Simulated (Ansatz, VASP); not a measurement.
# Hg in VASP and in Ansatz

Contents of INCAR:

```
SYSTEM = Hg
PREC     = Accurate       ! precision mode
ENCUT    = 520            ! plane-wave cutoff, eV
EDIFF    = 1E-6           ! SCF threshold, eV
ISMEAR   = 0              ! smearing method
SIGMA    = 0.15           ! smearing width, eV
LREAL    = .FALSE.        ! projectors in reciprocal space
LASPH    = .TRUE.         ! aspherical terms in the spheres
NELM     = 80             ! most SCF steps
ALGO     = Fast           ! electronic algorithm
ISIF     = 2              ! what is computed and relaxed
LWAVE    = .FALSE.        ! write WAVECAR
LCHARG   = .FALSE.        ! write CHGCAR
GGA      = PS             ! functional
IVDW     = 12             ! dispersion correction
NBANDS   = 19             ! bands
```

KPOINTS

```
Automatic mesh
0
G
  18 18 10
  0 0 0
```

POSCAR

```
Hg
1.0
    3.1119456119      0.0000000000      0.0000000000
   -1.5559728059      2.6950239551      0.0000000000
    0.0000000000      0.0000000000      5.2971538206
Hg
2
Direct
    0.6666666667      0.3333333333      0.7500000000
    0.3333333333      0.6666666667      0.2500000000
```

Input for Ansatz:

```yaml
crystal:
  lattice:
    - [3.1119456119, 0.0, 0.0]
    - [-1.5559728059, 2.6950239551, 0.0]
    - [0.0, 0.0, 5.2971538206]
  atoms:
    - { symbol: Hg, position: [0.6666666667, 0.3333333333, 0.75] }
    - { symbol: Hg, position: [0.3333333333, 0.6666666667, 0.25] }
basis:
  ecutwfc: 420
kpoints:
  mp_grid: { grid: [18, 18, 10] }
hamiltonian:
  xc: pbesol
  dispersion: d3bj
scf:
  occupations: { method: gaussian, width: 0.15 }
output:
  forces: true
  stress: true
  eigenvalues: true
```

Alike in both runs: task single point; functional PBEsol; dispersion D3(BJ); k mesh 18 × 18 × 10; occupations gaussian, width 0.15 eV; no spin polarisation.

|  | VASP | Ansatz |
| --- | --- | --- |
| version | VASP 6.6.1 | Ansatz 0.2.0 |
| potentials or method | VASP PAW PBE potentials, release 64 (Hg), cutoff 520 eV | scalar-relativistic, plane waves, PAW |
| valence electrons in the cell | 24 | 40 |

VASP gave:

- gap on the k mesh at the Fermi level (eV): none
- pressure (GPa): -0.5
- traceless stress, the component that is largest in VASP (GPa): -0.09

Problem. Estimate Ansatz's values.

Solution. gap on the k mesh at the Fermi level (eV): none; pressure (GPa): -1.0; traceless stress, the component that is largest in VASP (GPa): -0.02.

VASP's potentials were made for PBE, not for PBEsol. A gap of «none» marks a metal or a gap that the smearing closes. VASP's potentials hold 24 valence electrons a cell and Ansatz's 40, so a difference there can come from the potentials and not from the codes.

Spin-orbit coupling is off throughout.
